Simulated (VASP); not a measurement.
# MoS2 (C2/c) in VASP: a series of runs

MoS2 is run at these levels: PBE; tasks: relaxation of the atoms.

Program: VASP 6.6.1. These are calculated values, not measurements. Logs are shortened: lines on timing, memory, paths and dates and some standing lists are left out, and cuts for length are marked.

## Step 1: The cell of the first run

Symmetry: C2/c, No. 15, monoclinic system. Conventional cell: a = 3.185 Å, b = 5.517 Å, c = 14.855 Å, α = 90.00°, β = 94.57°, γ = 90.00°. Mo (site symmetry 2) has 6 S at 2.39 to 2.43 Å and 6 Mo at 3.19 Å within 3.2 Å. S (site symmetry 1) has 3 Mo at 2.39 to 2.43 Å and 7 S at 3.13 to 3.19 Å within 3.2 Å.

## Step 2: Relaxation of the atoms, PBE (shear of c along a, cell held: +8.0 %)

The input, INCAR:

```
SYSTEM = MoS2
ALGO = Normal ; EDIFF = 1E-6
EDIFFG = -0.008 ; ENCUT = 520
GGA = PE ; IBRION = 2
ISIF = 2 ; ISMEAR = 0
KPAR = 4 ; LASPH = .True.
LCHARG = .False. ; LREAL = .False.
LWAVE = .False. ; NELM = 80
NSW = 60 ; PREC = Accurate
SIGMA = 0.02
```

The input, KPOINTS:

```
k-points
0
Gamma
  12 12 2
  0 0 0
```

The input, POSCAR:

```
MoS2
1.0
    3.1850687718      0.0000000000      0.0000000000
   -1.5925343859      2.7583504691      0.0000000000
    1.1846402519      0.0000000000     14.8080031482
Mo S
2 4
Direct
    0.6670720345      0.3341440689      0.2500000000
    0.3329279655      0.6658559311      0.7500000000
    0.6956334366      0.3325388257      0.6444798983
    0.3043665634      0.6674611743      0.3555201017
    0.6369053891      0.3325388257      0.8555201017
    0.3630946109      0.6674611743      0.1444798983
```

Potentials or basis: VASP PAW PBE potentials, release 64 (Mo_sv, S).

Run with:

```sh
$ cat potpaw_PBE.64/Mo_sv/POTCAR potpaw_PBE.64/S/POTCAR > POTCAR
$ mpirun -np 4 vasp_std > vasp.out
```

OUTCAR:

```text
SYSTEM = MoS2
   EDIFF = 1E-6
   EDIFFG = -0.008
   ENCUT = 520
   GGA = PE
   IBRION = 2
   ISIF = 2
   ISMEAR = 0
   LASPH = .True.
   LREAL = .False.
   NELM = 80
   NSW = 60
   PREC = Accurate

 ion  position               nearest neighbor table
   1  0.667  0.334  0.250-   6 2.39   4 2.39   4 2.41   6 2.41   4 2.43   6 2.43
   2  0.333  0.666  0.750-   5 2.39   3 2.39   3 2.41   5 2.41   3 2.43   5 2.43
   3  0.696  0.333  0.644-   2 2.39   2 2.41   2 2.43
   4  0.304  0.667  0.356-   1 2.39   1 2.41   1 2.43
   5  0.637  0.333  0.856-   2 2.39   2 2.41   2 2.43
   6  0.363  0.667  0.144-   1 2.39   1 2.41   1 2.43

  LATTYP: Found a base centered monoclinic cell.
 ALAT       =     3.1850687718
 B/A-ratio  =     1.7320508075
 C/A-ratio  =     4.6640478581
 COS(beta)  =    -0.0797452223

  Lattice vectors:

 A1 = (  -1.5925343859,   2.7583504691,   0.0000000000)
 A2 = (  -1.5925343859,  -2.7583504691,   0.0000000000)
 A3 = (   1.1846402519,   0.0000000000,  14.8080031482)

Analysis of symmetry for initial positions (statically):
=====================================================================
 Subroutine PRICEL returns:
 Original cell was already a primitive cell.

 Routine SETGRP: Setting up the symmetry group for a
 base centered monoclinic supercell.

 Subroutine GETGRP returns: Found  4 space group operations
 (whereof  2 operations were pure point group operations)
 out of a pool of  4 trial point group operations.

The static configuration has the point symmetry S_2 .
 The point group associated with its full space group is C_2h.

Analysis of symmetry for dynamics (positions and initial velocities):
=====================================================================
 Subroutine PRICEL returns:
 Original cell was already a primitive cell.

 Routine SETGRP: Setting up the symmetry group for a
 base centered monoclinic supercell.

 Subroutine GETGRP returns: Found  4 space group operations
 (whereof  2 operations were pure point group operations)
 out of a pool of  4 trial point group operations.

The dynamic configuration has the point symmetry S_2 .
 The point group associated with its full space group is C_2h.

 Subroutine INISYM returns: Found  4 space group operations
 (whereof  2 operations are pure point group operations),
 and found     1 'primitive' translations

----------------------------------------------------------------------------------------

                                     Primitive cell

  volume of cell :     130.0962

  direct lattice vectors                    reciprocal lattice vectors
     3.185068772  0.000000000  0.000000000     0.313964963  0.181267756 -0.025117197
    -1.592534386  2.758350469  0.000000000     0.000000000  0.362535512  0.000000000
     1.184640252  0.000000000 14.808003148     0.000000000  0.000000000  0.067531050

  length of vectors
     3.185068772  3.185068772 14.855313183     0.363404556  0.362535512  0.067531050

  position of ions in fractional coordinates (direct lattice)
     0.667072035  0.334144069  0.250000000
     0.332927965  0.665855931  0.750000000
     0.695633437  0.332538826  0.644479898
     0.304366563  0.667461174  0.355520102
     0.636905389  0.332538826  0.855520102
     0.363094611  0.667461174  0.144479898

  ion indices of the primitive-cell ions
   primitive index   ion index
                 1           1
                 2           2
                 3           3
                 4           4
                 5           5
                 6           6

----------------------------------------------------------------------------------------

 KPOINTS: k-points

Automatic generation of k-mesh.
 Grid dimensions read from file:
 generate k-points for:   12   12    2

 Generating k-lattice:

  Cartesian coordinates                     Fractional coordinates (reciprocal lattice)
     0.026163747  0.015105646 -0.002093100     0.083333333 -0.000000000  0.000000000
     0.000000000  0.030211293  0.000000000     0.000000000  0.083333333  0.000000000
     0.000000000  0.000000000  0.033765525     0.000000000  0.000000000  0.500000000

  Length of vectors
     0.030283713  0.030211293  0.033765525

  Shift w.r.t. Gamma in fractional coordinates (k-lattice)
     0.000000000  0.000000000  0.000000000

 Subroutine IBZKPT returns following result:
 ===========================================

 Found     86 irreducible k-points:

 Following reciprocal coordinates:
            Coordinates               Weight
  0.000000  0.000000  0.000000      1.000000
  0.083333  0.000000  0.000000      4.000000
  0.166667  0.000000  0.000000      4.000000
  0.250000  0.000000  0.000000      4.000000
  0.333333  0.000000  0.000000      4.000000
  0.416667  0.000000  0.000000      4.000000
[... 16 lines left out ...]
  0.333333  0.166667  0.000000      4.000000
  0.416667  0.166667  0.000000      4.000000
 [... further k-points ...]
   k-points           NKPTS =     86   k-points in BZ     NKDIM =     86   number of bands    NBANDS=     31
   number of dos      NEDOS =    301   number of ions     NIONS =      6
   total plane-waves  NPLWV =  64512
   dimension x,y,z NGX =    24 NGY =   24 NGZ =  112
   dimension x,y,z NGXF=    48 NGYF=   48 NGZF=  224
   ions per type =               2   4
   NGX,Y,Z   is equivalent  to a cutoff of  12.53, 12.53, 12.53 a.u.
   NGXF,Y,Z  is equivalent  to a cutoff of  25.05, 25.05, 25.07 a.u.
 SYSTEM =  MoS2
   PREC   = accura    normal or accurate (medium, high low for compatibility)
   ISTART =      0    job   : 0-new  1-cont  2-samecut
   ICHARG =      2    charge: 1-file 2-atom 10-const
   ISPIN  =      1    spin polarized calculation?
   LNONCOLLINEAR =      F non collinear calculations
   LSORBIT =      F    spin-orbit coupling
   LASPH  =      T    aspherical Exc in radial PAW
   ENCUT  =  520.0 eV  38.22 Ry    6.18 a.u.   5.92  5.92 27.62*2*pi/ulx,y,z
   NELM   =     80;   NELMIN=  2; NELMDL= -5     # of ELM steps
   EDIFF  = 0.1E-05   stopping-criterion for ELM
   LREAL  =      F    real-space projection
   EDIFFG = -.8E-02   stopping-criterion for IOM
   NSW    =     60    number of steps for IOM
   IBRION =      2    ionic relax: 0-MD 1-quasi-New 2-CG
   NFREE  =      1    steps in history (QN), initial steepest desc. (CG)
   ISIF   =      2    stress and relaxation
   ISYM   =      2    0-nonsym 1-usesym 2-fastsym
   POTIM  = 0.5000    time-step for ionic-motion
   TEBEG  =    0.0;   TEEND  =   0.0 temperature during run
   PSTRESS=    0.0 pullay stress
   NELECT =      52.0000    total number of electrons
   NUPDOWN=      -1.0000    fix difference up-down
   EMIN   =  10.00;   EMAX   =-10.00  energy-range for DOS
   EFERMI =   0.00;   METHOD = LEGACY
   ISMEAR =     0;   SIGMA  =   0.02  broadening in eV -4-tet -1-fermi 0-gaus
   EFERMI_NEDOS =   21; number of points for ismear=-14 and -15
   IALGO  =     38    algorithm
   IMIX   =      4    mixing-type and parameters
     AMIX     =   0.40;   BMIX     =  1.00
     AMIX_MAG =   1.60;   BMIX_MAG =  1.00
  volume/ion in A,a.u.               =      21.68       146.32
  Fermi-wavevector in a.u.,A,eV,Ry     =   1.205927  2.278872 19.786408  1.454260
  Thomas-Fermi vector in A             =   2.341609
   LORBIT       =      0    0 simple, 1 ext, 2 COOP (PROOUT), +10 PAW based schemes
   GGA     = PE    functional components
   LHFCALC =     F    Hartree Fock is set to
   AEXX    =    0.0000 exact exchange contribution
   IVDW    =     0    specifies the selected vdW correction
   LEPSILON=     F    determine dielectric tensor
   LRPA    =     F    only Hartree local field effects (RPA)
 conjugate gradient relaxation of ions
 non-spin polarized calculation
 Gauss-broadening in eV      SIGMA  =   0.02
  energy-cutoff  :      520.00
  volume of cell :      130.10
 maximum number of plane-waves:      3532
   NGX = 11   NGY = 11   NGZ = 55

--------------------------------------- Ionic step        1  -------------------------------------------

 number of electron      51.9999995 magnetization

 Free energy of the ion-electron system (eV)
  ---------------------------------------------------
  ext. energy  EPLUGINS =         0.00000000
  ---------------------------------------------------
  free energy    TOTEN  =       -43.69702854 eV

  energy without entropy =      -43.69702854  energy(sigma->0) =      -43.69702854

------------------------ aborting loop because EDIFF is reached ----------------------------------------

  FORCE on cell =-STRESS in cart. coord.  units (eV):
  Direction    XX          YY          ZZ          XY          YZ          ZX
  --------------------------------------------------------------------------------------
  -------------------------------------------------------------------------------------
  Total       -0.0460534     -0.0440471     -0.0216683      0.0000000      0.0000000     -1.7777240
  in kB       -0.5671623     -0.5424543     -0.2668524      0.0000000      0.0000000    -21.8932459
  external PRESSURE =      -0.4588230 kB  Pullay stress =       0.0000000 kB
[... 145 lines left out ...]
  energy  without entropy=      -43.7146726062  energy(sigma->0) =      -43.71467261

--------------------------------------- Ionic step        5  -------------------------------------------

 number of electron      51.9999999 magnetization

 Free energy of the ion-electron system (eV)
  ---------------------------------------------------
  ext. energy  EPLUGINS =         0.00000000
  ---------------------------------------------------
  free energy    TOTEN  =       -43.71474145 eV

  energy without entropy =      -43.71474145  energy(sigma->0) =      -43.71474145

 E-fermi :   5.0726     XC(G=0):  -9.4386

 val. band max:        4.7910474440   @ k =   0.0000   0.0000   0.0000
 cond. band min:       6.2456987316   @ k =   0.3333   0.3333   0.5000
 fundamental gap:      1.4546512877
 Fermi energy:         5.0725714523

 k-point     1 :       0.0000    0.0000    0.0000
  band No.  band energies     occupation
      1     -56.2856      2.00000
      2     -56.2856      2.00000
      3     -30.4234      2.00000
      4     -30.4234      2.00000
      5     -30.2217      2.00000
      6     -30.2217      2.00000
[... 805 lines left out ...]
     30       7.6284      0.00000
     31       8.0285      0.00000

 [... further k-points ...]
[... 5 lines left out ...]
  --------------------------------------------------------------------------------------
  -------------------------------------------------------------------------------------
  Total       -0.0623841     -0.0554011     -0.0528834      0.0000000      0.0000000     -0.0146225
  in kB       -0.7682806     -0.6822829     -0.6512759      0.0000000      0.0000000     -0.1800812
  external PRESSURE =      -0.7006131 kB  Pullay stress =       0.0000000 kB
[... 21 lines left out ...]
  FREE ENERGIE OF THE ION-ELECTRON SYSTEM (eV)
  ---------------------------------------------------
  free  energy   TOTEN  =       -43.7147414461 eV

  energy  without entropy=      -43.7147414461  energy(sigma->0) =      -43.71474145

 reached required accuracy - stopping structural energy minimisation
```

Run time: 2.8 min. Hardware: 4 MPI ranks of Intel Xeon Platinum 8559C (Emerald Rapids), shared host; peak memory 0.43 GiB.

What came out:

| Property | Result |
| --- | --- |
| Free energy | -43.7147 eV |
| Energy gained by relaxing | 3.0 meV/atom |
| Ionic steps | 5 |
| Pressure after relaxing | -0.1 GPa |
| Largest force after relaxing | 0.004 eV/Å |
| Band gap on the k mesh | 1.45 eV (least direct gap 1.67 eV) |

Forces in eV/Å, atoms in the order of the input:
```
Mo   0.000  0.001  0.000
Mo   0.000 -0.001  0.000
S    0.000  0.000  0.004
S    0.000  0.000 -0.004
S    0.000  0.000 -0.004
S    0.000  0.000  0.004
```

Step by step:
```
step  energy change (eV)  largest force (eV/Å)  pressure (GPa)
   1              0.0000                0.2818           -0.05
   2             -0.0120                0.1601           -0.08
   3             -0.0176                0.0480           -0.10
   4             -0.0176                0.0367           -0.04
   5             -0.0177                0.0043           -0.07
```

Final structure:
```
CELL_PARAMETERS angstrom
3.18507 0.00000 0.00000
-1.59253 2.75835 0.00000
1.18464 0.00000 14.80800
ATOMIC_POSITIONS crystal
Mo 0.66708 0.33416 0.25000
Mo 0.33292 0.66584 0.75000
S 0.70549 0.33253 0.64451
S 0.29451 0.66747 0.35549
S 0.62704 0.33253 0.85549
S 0.37296 0.66747 0.14451
```

Levels at points of the mesh, in eV from the valence-band top:
| k point | band 22 | band 23 | band 24 | band 25 | band 26 | band 27 | band 28 | band 29 | band 30 | band 31 |
| --- | --- | --- | --- | --- | --- | --- | --- | --- | --- | --- |
| (0.00, 0.00, 0.00) | -1.71 | -1.71 | -1.67 | -0.40 | 0.00 | 2.55 | 2.55 | 2.55 | 2.55 | 2.80 |
| (0.50, 0.00, 0.00) | -2.08 | -1.19 | -1.18 | -0.84 | -0.83 | 2.03 | 2.03 | 2.52 | 2.56 | 3.56 |
| (0.00, 0.50, 0.00) | -2.08 | -1.19 | -1.18 | -0.84 | -0.84 | 2.03 | 2.03 | 2.51 | 2.57 | 3.54 |
| (0.00, 0.00, 0.50) | -1.71 | -1.71 | -1.71 | -0.17 | -0.17 | 2.55 | 2.55 | 2.55 | 2.55 | 2.80 |
| (0.50, 0.00, 0.50) | -2.02 | -1.19 | -1.19 | -0.87 | -0.81 | 2.03 | 2.03 | 2.53 | 2.55 | 3.63 |
| (0.00, 0.50, 0.50) | -2.09 | -1.19 | -1.19 | -0.84 | -0.84 | 2.03 | 2.03 | 2.54 | 2.54 | 3.66 |

Caveat: the cell differs from its parent crystal (shear of c along a, cell held: +8.0 %); this functional lacks dispersion, which binds layers or chains, so the pressure and a relaxed spacing across them are unreliable. A k mesh can miss the band edges.

## Step 3: Relaxation of the atoms, PBE (shear of c along a, cell held: +12.0 %)

The input, INCAR:

```
ALGO = Normal
EDIFF = 1E-7
EDIFFG = -0.008
ENCUT = 520
GGA = PE
IBRION = 2
ISIF = 2
ISMEAR = 0
KPAR = 4
LASPH = T
LCHARG = F
LREAL = F
LWAVE = F
NELM = 80
NSW = 60
PREC = Accurate
SIGMA = 0.02
```

The input, KPOINTS:

```
k-points
0
Gamma
  12 12 2
```

The input, POSCAR:

```
MoS2
1.0
    3.1850687718      0.0000000000      0.0000000000
   -1.5925343859      2.7583504691      0.0000000000
    1.7769603778      0.0000000000     14.8080031482
Mo S
2 4
Direct
    0.6675926898      0.3351853795      0.2500000000
    0.3324073102      0.6648146205      0.7500000000
    0.7049588453      0.3314893561      0.6444808465
    0.2950411547      0.6685106439      0.3555191535
    0.6265305109      0.3314893561      0.8555191535
    0.3734694891      0.6685106439      0.1444808465
```

Potentials or basis: VASP PAW PBE potentials, release 64 (Mo_sv, S).

Run with:

```sh
$ cat potpaw_PBE.64/Mo_sv/POTCAR potpaw_PBE.64/S/POTCAR > POTCAR
$ mpirun -np 4 vasp_std > vasp.out
```

Run time: 4.2 min. Hardware: 4 MPI ranks of Intel Xeon Platinum 8559C (Emerald Rapids), shared host; peak memory 0.43 GiB.

The run converged. Its results:

```
Free energy                  : -43.7141 eV
Energy gained by relaxing    : 11.7 meV/atom
Ionic steps                  : 6
Pressure after relaxing      : 0.0 GPa
Largest force after relaxing : 0.004 eV/Å
Band gap on the k mesh       : 1.45 eV (least direct gap 1.67 eV)
```

Forces on the atoms (eV/Å):
```
Mo   0.000  0.001  0.000
Mo   0.000 -0.001  0.000
S    0.001  0.000 -0.004
S   -0.001  0.000  0.004
S   -0.001  0.000  0.004
S    0.001  0.000 -0.004
```

The path:
| step | energy change (eV) | largest force (eV/Å) | pressure (GPa) |
| --- | --- | --- | --- |
| 1 | 0.0000 | 0.5623 | 0.10 |
| 2 | -0.0473 | 0.3173 | -0.15 |
| 3 | -0.0678 | 0.1741 | -0.36 |
| 4 | -0.0694 | 0.1227 | -0.02 |
| 5 | -0.0701 | 0.0265 | -0.14 |
| 6 | -0.0701 | 0.0037 | -0.02 |

Final structure:
```
Mo S
1.0
     3.18507    0.00000    0.00000
    -1.59253    2.75835    0.00000
     1.77696    0.00000   14.80800
Mo S
2 4
Cartesian
  2.0368 0.9246 3.7020
  1.3327 1.8337 11.1060
  2.9251 0.9143 9.5443
  0.4444 1.8441 5.2637
  2.9254 0.9143 12.6677
  0.4441 1.8441 2.1403
```

Levels at points of the mesh, in eV from the valence-band top:
```tsv
k point	band 24	band 25	band 26	band 27	band 28	band 29
(0.00, 0.00, 0.00)	-1.67	-0.40	0.00	2.55	2.55	2.55
(0.50, 0.00, 0.00)	-1.19	-0.84	-0.84	2.03	2.03	2.52
(0.00, 0.50, 0.00)	-1.19	-0.84	-0.84	2.03	2.03	2.51
(0.00, 0.00, 0.50)	-1.71	-0.17	-0.17	2.54	2.54	2.55
(0.50, 0.00, 0.50)	-1.19	-0.88	-0.80	2.03	2.03	2.53
(0.00, 0.50, 0.50)	-1.19	-0.84	-0.84	2.03	2.03	2.54
```

Caveat: the cell differs from its parent crystal (shear of c along a, cell held: +12.0 %); this functional lacks dispersion, which binds layers or chains, so the pressure and a relaxed spacing across them are unreliable.
